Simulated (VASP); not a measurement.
# Al16CN15 (a cell with a defect) in VASP: notebook, part 3 of 4

VASP 6.6.1.

**5. Single point, PBE**

Input file INCAR:

```
SYSTEM = Al16CN15
PREC = Accurate
ENCUT = 520
EDIFF = 1E-6
ISMEAR = -1
SIGMA = 0.01
LREAL = Auto
LASPH = .True.
NELM = 100
ALGO = Normal
ISIF = 2
LWAVE = .False.
LCHARG = .False.
GGA = PE
NELECT = 128.0
NBANDS = 86
```

Input file KPOINTS:

```
Automatic mesh
0
Gamma
  2 2 2
  0.5 0.5 0.5
```

Input file POSCAR:

```
Al16CN15
1.0
    6.2595139326      0.0000000578      0.0000000000
   -3.1297570163      5.4208980521      0.0000000000
    0.0000000000      0.0000000000     10.0348065068
Al N C
16 15 1
Direct
    0.3360430055      0.1655628782      0.2522310013
    0.1682380131      0.3337297131      0.4986096259
    0.3347948091      0.1665629281      0.7505476258
    0.1678232280      0.3336836733      1.0021220686
    0.3362618873      0.6685988182      0.2519859094
    0.1652245978      0.8325713779      0.5008843487
    0.3348532228      0.6666616025      0.7507386870
    0.1670249727      0.8333371451      0.9991097061
    0.8331105208      0.1653811204      0.2519239900
    0.6691397497      0.3363407791      0.5009242951
    0.8351162894      0.1669680212      0.7508288470
    0.6679998280      0.3344616310      0.9991118654
    0.8350357029      0.6665264847      0.2529078754
    0.6681584800      0.8337002084      0.5009624356
    0.8346326725      0.6667968355      0.7448145580
    0.6678790760      0.8336268824      0.9992001884
    0.3339008115      0.1675996114      0.4411837097
    0.1696396497      0.3321277958      0.1913263382
    0.3324845785      0.1687782016      0.9401575595
    0.1692845846      0.3322879813      0.6902278056
    0.3337981002      0.6697986016      0.4410717463
    0.1715454613      0.8330055110      0.1867599253
    0.3323658257      0.6663090870      0.9403026715
    0.1730450335      0.8340711295      0.6937931771
    0.8319865919      0.1679103774      0.4410293050
    0.6685765409      0.3299904272      0.1867782597
    0.8351862115      0.1692543043      0.9404058768
    0.6671580759      0.3282258337      0.6938044646
    0.6685211508      0.8330246718      0.1869654747
    0.8330798852      0.6682505708      0.9376761512
    0.6671758675      0.8346365192      0.6936999766
    0.8327957090      0.6684517559      0.4424962507
```

Potentials or basis: VASP PAW PBE potentials, release 64 (Al, N, C).

Command:

```sh
$ cat potpaw_PBE.64/Al/POTCAR potpaw_PBE.64/N/POTCAR potpaw_PBE.64/C/POTCAR > POTCAR
$ mpirun -np 1 vasp_std > vasp.out
```

Run time: 20 min. Hardware: 1 thread of Intel Xeon 8259CL, shared host; peak memory 0.55 GiB.

The run converged. Its results:

```
Free energy   : -227.6434 eV
Largest force : 0.294 eV/Å
```

Forces in eV/Å, atoms in the order of the input:
```
Al   0.110 -0.064 -0.142
Al  -0.168  0.082 -0.090
Al   0.123 -0.074 -0.074
Al  -0.095  0.060 -0.107
Al   0.084 -0.064 -0.102
Al  -0.106  0.071 -0.103
Al   0.115 -0.046 -0.087
Al  -0.093  0.067 -0.101
Al   0.096 -0.044 -0.098
Al  -0.127  0.030 -0.105
Al   0.088 -0.089 -0.091
Al  -0.102  0.042 -0.096
Al   0.097 -0.058 -0.125
Al  -0.094  0.050 -0.095
Al   0.111 -0.068 -0.093
Al  -0.102  0.061 -0.097
N    0.242 -0.131  0.103
N   -0.165  0.090  0.135
N    0.146 -0.078  0.095
N   -0.161  0.102  0.070
N    0.165 -0.084  0.101
N   -0.158  0.114  0.127
N    0.169 -0.101  0.089
N   -0.174  0.119  0.075
N    0.161 -0.097  0.102
N   -0.181  0.081  0.122
N    0.176 -0.101  0.080
N   -0.176  0.107  0.077
N   -0.167  0.101  0.070
N    0.176 -0.094  0.075
N   -0.189  0.107  0.127
C    0.198 -0.090  0.157
```

Levels at points of the mesh, in eV from the Fermi level:
```tsv
k point	band 61	band 62	band 63	band 64	band 65	band 66	band 67	band 68
(0.25, 0.25, 0.25)	-1.83	-1.16	-0.73	-0.69	4.01	4.66	4.75	4.79
```

Caveat: the k points lie up to 0.58 Å⁻¹ apart; the cell carries a net charge on a neutralising background, which shifts energy and pressure; the cell is charged against a uniform background, so pressure and absolute levels hang on convention.

**6. Single point, PBE**

Input file INCAR:

```
PREC = Accurate ; ENCUT = 520
EDIFF = 1E-6 ; ISMEAR = -1
SIGMA = 0.01 ; LREAL = Auto
LASPH = True ; NELM = 60
ALGO = Normal ; ISIF = 2
LWAVE = False ; LCHARG = False
GGA = PE ; NELECT = 126.0
NBANDS = 86
```

KPOINTS is that of step 5.

Input file POSCAR:

```
Al16CN15
1.0
    6.2595139326      0.0000000578      0.0000000000
   -3.1297570163      5.4208980521      0.0000000000
    0.0000000000      0.0000000000     10.0348065068
Al N C
16 15 1
Direct
    0.3324607873      0.1648601114      0.2518829417
    0.1671754685      0.3339863365      0.5006513523
    0.3338827658      0.1700991309      0.7500726683
    0.1678799319      0.3325600827      1.0012097469
    0.3345091158      0.6615182322      0.2526965447
    0.1813708639      0.8422505280      0.5002379111
    0.3324377671      0.6645124050      0.7507599008
    0.1692880535      0.8339466363      0.9978448822
    0.8375340884      0.1641965012      0.2521244032
    0.6587906947      0.3193964357      0.4968206992
    0.8383290208      0.1688078464      0.7500286456
    0.6656531446      0.3297078395      0.9985506229
    0.8350415506      0.6581944202      0.2337380252
    0.6588636587      0.8404422405      0.5024296108
    0.8364082992      0.6693715212      0.7499733457
    0.6673453287      0.8317568974      0.9982910672
    0.3313281261      0.1685517428      0.4399977456
    0.1692674506      0.3300753398      0.1906435351
    0.3329325995      0.1678737506      0.9397338114
    0.1692114214      0.3335097086      0.6904433200
    0.3320987629      0.6680080763      0.4405934551
    0.1715886922      0.8295958284      0.1911401901
    0.3338887099      0.6670183050      0.9411446581
    0.1715867940      0.8351607949      0.6914920074
    0.8328959652      0.1677091741      0.4402307921
    0.6658649828      0.3234591586      0.1901064067
    0.8328629141      0.1666296574      0.9408953259
    0.6715612045      0.3356578747      0.6900248242
    0.6711117364      0.8290880569      0.1925255076
    0.8334685268      0.6662074304      0.9416199865
    0.6683379045      0.8333086840      0.6934349476
    0.8327488507      0.6707677454      0.4566680010
```

Potentials or basis: VASP PAW PBE potentials, release 64 (Al, N, C).

Command:

```sh
$ cat potpaw_PBE.64/Al/POTCAR potpaw_PBE.64/N/POTCAR potpaw_PBE.64/C/POTCAR > POTCAR
$ mpirun -np 1 vasp_std > vasp.out
```

OUTCAR:

```text
PREC = Accurate
   ENCUT = 520
   EDIFF = 1E-6
   ISMEAR = -1
   LREAL = Auto
   LASPH = True
   NELM = 60
   ISIF = 2
   GGA = PE
   NELECT = 126.0

 ion  position               nearest neighbor table
   1  0.332  0.165  0.252-  18 1.88  17 1.89  26 1.91  22 1.92  10 3.03   6 3.05   2 3.09   4 3.09
                             9 3.10   5 3.10   8 3.12  12 3.12  13 3.12  13 3.15   5 3.16   9 3.16
   2  0.167  0.334  0.501-  17 1.89  20 1.90  21 1.91  25 1.91   5 3.06   9 3.07  11 3.07   3 3.08
                             7 3.08   1 3.09   6 3.12  10 3.12  14 3.13  14 3.14  10 3.14   6 3.14
   3  0.334  0.170  0.750-  20 1.88  19 1.90  24 1.91  28 1.93   6 3.07  12 3.07   2 3.08   8 3.08
                             4 3.09  10 3.09  11 3.10   7 3.10  15 3.12  15 3.14   7 3.16  11 3.16
   4  0.168  0.333  0.001-  19 1.89  18 1.90  23 1.91  27 1.91   3 3.09  11 3.09   9 3.09   5 3.09
                             7 3.09   1 3.09  12 3.12   8 3.13  16 3.13  16 3.13   8 3.13  12 3.13
   5  0.335  0.662  0.253-  21 1.89  22 1.90  18 1.90  29 1.92   2 3.06  14 3.06   6 3.07   4 3.09
                             1 3.10   9 3.11  13 3.12  16 3.13   8 3.14   9 3.15  13 3.15   1 3.16
   6  0.181  0.842  0.500-  21 1.86  17 1.87  24 1.92  32 1.94  10 2.99  14 2.99   1 3.05   3 3.07
                             5 3.07   7 3.08   2 3.12  15 3.13   2 3.14  14 3.27  13 3.27  10 3.27
   7  0.332  0.665  0.751-  24 1.89  20 1.89  31 1.91  23 1.91  14 3.06   8 3.07  16 3.08   6 3.08
                             2 3.08   4 3.09  11 3.10   3 3.10  15 3.12  15 3.14   3 3.16  11 3.16
   8  0.169  0.834  0.998-  23 1.89  19 1.90  30 1.91  22 1.94  13 2.98   7 3.07  15 3.07   3 3.08
                            12 3.11   1 3.12  16 3.12   4 3.13   4 3.13  16 3.14   5 3.14  12 3.15
   9  0.838  0.164  0.252-  25 1.89  26 1.90  18 1.90  29 1.91  10 3.05  14 3.07   2 3.07   4 3.09
[... 17 lines left out ...]
  19  0.333  0.168  0.940-   4 1.89  12 1.90   8 1.90   3 1.90
  20  0.169  0.334  0.690-   3 1.88  11 1.89   7 1.89   2 1.90
  21  0.332  0.668  0.441-   6 1.86  14 1.88   5 1.89   2 1.91
  22  0.172  0.830  0.191-  13 1.87   5 1.90   1 1.92   8 1.94
[... 8 lines left out ...]
  31  0.668  0.833  0.693-  15 1.89  11 1.91   7 1.91  14 1.92
  32  0.833  0.671  0.457-  14 1.92   6 1.94  10 1.95  13 2.24

  LATTYP: Found a hexagonal cell.
 ALAT       =     6.2595139326
 C/A-ratio  =     1.6031287117

  Lattice vectors:

 A1 = (   6.2595139326,   0.0000000578,   0.0000000000)
 A2 = (  -3.1297570163,   5.4208980521,   0.0000000000)
 A3 = (   0.0000000000,   0.0000000000,  10.0348065068)

Analysis of symmetry for initial positions (statically):
=====================================================================
 Subroutine PRICEL returns:
 Original cell was already a primitive cell.

 Routine SETGRP: Setting up the symmetry group for a
 hexagonal supercell.

 Subroutine GETGRP returns: Found  1 space group operations
 (whereof  1 operations were pure point group operations)
 out of a pool of 24 trial point group operations.

The static configuration has the point symmetry C_1 .

Analysis of symmetry for dynamics (positions and initial velocities):
=====================================================================
 Subroutine PRICEL returns:
 Original cell was already a primitive cell.

 Routine SETGRP: Setting up the symmetry group for a
 hexagonal supercell.

 Subroutine GETGRP returns: Found  1 space group operations
 (whereof  1 operations were pure point group operations)
 out of a pool of 24 trial point group operations.

The dynamic configuration has the point symmetry C_1 .

 Subroutine INISYM returns: Found  1 space group operations
[... 128 lines left out ...]
   total plane-waves  NPLWV = 184320
   dimension x,y,z NGX =    48 NGY =   48 NGZ =   80
   dimension x,y,z NGXF=    96 NGYF=   96 NGZF=  160
   ions per type =              16  15   1
   NGX,Y,Z   is equivalent  to a cutoff of  12.75, 12.75, 13.25 a.u.
   NGXF,Y,Z  is equivalent  to a cutoff of  25.50, 25.50, 26.51 a.u.
 SYSTEM =  unknown system
   PREC   = accura    normal or accurate (medium, high low for compatibility)
   ISTART =      0    job   : 0-new  1-cont  2-samecut
   ICHARG =      2    charge: 1-file 2-atom 10-const
   ISPIN  =      1    spin polarized calculation?
   LNONCOLLINEAR =      F non collinear calculations
   LSORBIT =      F    spin-orbit coupling
   LASPH  =      T    aspherical Exc in radial PAW
   ENCUT  =  520.0 eV  38.22 Ry    6.18 a.u.  11.64 11.64 18.66*2*pi/ulx,y,z
   NELM   =     60;   NELMIN=  2; NELMDL= -5     # of ELM steps
   EDIFF  = 0.1E-05   stopping-criterion for ELM
   LREAL  =      T    real-space projection
   EDIFFG = 0.1E-04   stopping-criterion for IOM
   NSW    =      0    number of steps for IOM
   IBRION =     -1    ionic relax: 0-MD 1-quasi-New 2-CG
   NFREE  =      0    steps in history (QN), initial steepest desc. (CG)
   ISIF   =      2    stress and relaxation
   ISYM   =      2    0-nonsym 1-usesym 2-fastsym
   POTIM  = 0.5000    time-step for ionic-motion
   TEBEG  =    0.0;   TEEND  =   0.0 temperature during run
   PSTRESS=    0.0 pullay stress
   NELECT =     126.0000    total number of electrons
   NUPDOWN=      -1.0000    fix difference up-down
   EMIN   =  10.00;   EMAX   =-10.00  energy-range for DOS
   EFERMI =   0.00;   METHOD = LEGACY
   ISMEAR =    -1;   SIGMA  =   0.01  broadening in eV -4-tet -1-fermi 0-gaus
   EFERMI_NEDOS =   21; number of points for ismear=-14 and -15
   IALGO  =     38    algorithm
   IMIX   =      4    mixing-type and parameters
     AMIX     =   0.40;   BMIX     =  1.00
     AMIX_MAG =   1.60;   BMIX_MAG =  1.00
  volume/ion in A,a.u.               =      10.64        71.81
  Fermi-wavevector in a.u.,A,eV,Ry     =   1.175325  2.221043 18.794944  1.381389
  Thomas-Fermi vector in A             =   2.311708
   LORBIT       =      0    0 simple, 1 ext, 2 COOP (PROOUT), +10 PAW based schemes
   GGA     = PE    functional components
   LHFCALC =     F    Hartree Fock is set to
   AEXX    =    0.0000 exact exchange contribution
   IVDW    =     0    specifies the selected vdW correction
   LEPSILON=     F    determine dielectric tensor
   LRPA    =     F    only Hartree local field effects (RPA)
 non-spin polarized calculation
  energy-cutoff  :      520.00
  volume of cell :      340.50
 maximum number of plane-waves:      9165
 NGX is ok and might be reduce to    48
   NGX = 23   NGY = 23   NGZ = 37

 number of electron     125.9999989 magnetization

 Free energy of the ion-electron system (eV)
  ---------------------------------------------------
  ext. energy  EPLUGINS =         0.00000000
  ---------------------------------------------------
  free energy    TOTEN  =      -240.26525050 eV

  energy without entropy =     -240.25556014  energy(sigma->0) =     -240.26040532

 E-fermi :   6.1895     XC(G=0): -10.7996

 val. band max:        6.1825040733   @ k =  -0.0000   0.2500   0.2500
 cond. band min:       6.1928343954   @ k =   0.0000  -0.2500   0.2500
 fundamental gap:      0.0103303220
 Fermi energy:         6.1894782224

 k-point     1 :       0.2500    0.2500    0.2500
  band No.  band energies     occupation
      1      -8.5107      2.00000
      2      -8.1280      2.00000
      3      -7.9255      2.00000
      4      -7.8364      2.00000
      5      -7.5781      2.00000
      6      -7.5555      2.00000
[... 925 lines left out ...]
     74      12.3571      0.00000
     75      12.4254      0.00000
 [bands above 75 left out]

------------------------ aborting loop because EDIFF is reached ----------------------------------------

  FORCE on cell =-STRESS in cart. coord.  units (eV):
  Direction    XX          YY          ZZ          XY          YZ          ZX
  --------------------------------------------------------------------------------------
  -------------------------------------------------------------------------------------
  Total       -1.0350655     -3.1666953     -9.4767497     -1.8212127      1.6986747     -0.7300184
  in kB       -4.8703206    -14.9003338    -44.5911978     -8.5693994      7.9928186     -3.4349747
  external PRESSURE =     -21.4539507 kB  Pullay stress =       0.0000000 kB

 VOLUME and BASIS-vectors are now :
 -----------------------------------------------------------------------------
  energy-cutoff  :      520.00
  volume of cell :      340.50
      direct lattice vectors                 reciprocal lattice vectors
     6.259513933  0.000000058  0.000000000     0.159756813  0.092235641  0.000000000
    -3.129757016  5.420898052  0.000000000    -0.000000002  0.184471279  0.000000000
     0.000000000  0.000000000 10.034806507     0.000000000  0.000000000  0.099653142

 POSITION                                       TOTAL-FORCE (eV/Angst)
 -----------------------------------------------------------------------------------
      1.56507      0.89369      2.52760         0.129267     -0.176750     -0.367435
      0.00114      1.81051      5.02394        -0.201612      0.093651      0.082937
      1.55757      0.92209      7.52683         0.241404     -0.059290     -0.068470
      0.01001      1.80277      0.01214        -0.206140      0.092745     -0.160625
      0.02347      3.58602      2.53576         0.144871      0.047834     -0.369756
     -1.50075      4.56575      5.01979        -0.146976     -0.020415      0.297048
[... 24 lines left out ...]
      1.57542      4.51728      6.95849        -0.308045      0.191178      0.005740
      3.11326      3.63616      4.58258         0.158558     -0.089147     -0.650527
 -----------------------------------------------------------------------------------
    total drift:                                0.010610     -0.001915      0.010891

  FREE ENERGIE OF THE ION-ELECTRON SYSTEM (eV)
  ---------------------------------------------------
  free  energy   TOTEN  =      -240.2652504988 eV

  energy  without entropy=     -240.2555601440  energy(sigma->0) =     -240.26040532
```

Run time: 24 min. Hardware: 1 thread of Intel Xeon 8259CL, shared host; peak memory 0.56 GiB.

What came out:

* Free energy: -240.2653 eV
* Largest force: 0.675 eV/Å

Forces on the atoms (eV/Å):
```
Al   0.129 -0.177 -0.367
Al  -0.202  0.094  0.083
Al   0.241 -0.059 -0.068
Al  -0.206  0.093 -0.161
Al   0.145  0.048 -0.370
Al  -0.147 -0.020  0.297
Al   0.199  0.022  0.041
Al  -0.046  0.008  0.003
Al   0.073 -0.142 -0.337
Al  -0.035  0.102  0.405
Al  -0.027 -0.065  0.067
Al  -0.048  0.068 -0.152
Al   0.112  0.028  0.290
Al  -0.052  0.106  0.296
Al   0.105 -0.119 -0.145
Al  -0.130  0.151 -0.031
N    0.158 -0.068 -0.037
N   -0.161  0.091  0.231
N    0.174 -0.119  0.132
N   -0.151  0.089 -0.049
N    0.201 -0.167  0.063
N   -0.167  0.140  0.027
N    0.095 -0.141  0.064
N   -0.122  0.111  0.096
N    0.237 -0.084  0.033
N   -0.122  0.105  0.114
N    0.242 -0.079  0.022
N   -0.223 -0.067 -0.025
N   -0.319  0.055  0.023
N    0.194 -0.107  0.099
N   -0.308  0.191  0.006
C    0.159 -0.089 -0.651
```

Caveat: the k points lie up to 0.58 Å⁻¹ apart; the cell carries a net charge on a neutralising background, which shifts energy and pressure; the cell is charged against a uniform background, so pressure and absolute levels hang on convention.

(Continued in part 4 of 4.)
